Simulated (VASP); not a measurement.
## SrO: single point with PBE

The system is SrO.

```
Sr O
1.0
     0.00000    2.66317    2.66317
     2.66317    0.00000    2.66317
     2.66317    2.66317    0.00000
Sr O
1 1
Direct
  0.50000 0.50000 0.50000
  0.00000 0.00000 0.00000
```

This cell differs from its parent crystal: volume changed by +10%.

```
Program             : VASP 6.6.1
Task                : single point
Functional          : PBE
Potentials or basis : VASP PAW PBE potentials, release 64 (Sr_sv, O)
Cutoff              : 600 eV
k mesh              : 4 × 4 × 4
Occupations         : gaussian, width 0.01 eV
Spin                : no spin polarisation
```

```
Pressure               : -5.1 GPa
Band gap on the k mesh : 3.27 eV, direct
```

Levels at points of the mesh, in eV from the valence-band top:
```csv
k point,band 5,band 6,band 7,band 8,band 9,band 10,band 11,band 12
"(0.00, 0.00, 0.00)",-14.52,0.00,0.00,0.00,3.27,5.96,5.96,5.96
"(0.50, 0.00, 0.00)",-13.33,-1.98,-0.95,-0.95,6.09,7.63,8.24,8.24
"(0.50, 0.50, 0.00)",-14.78,-0.58,-0.15,-0.15,3.29,7.03,9.46,9.48
```

Run time: 18 s on 1 thread of AMD EPYC 7R13, with other jobs on the host, peak memory 0.14 GiB.

Caveat: the k points lie up to 0.51 Å⁻¹ apart. A k mesh can miss the band edges.
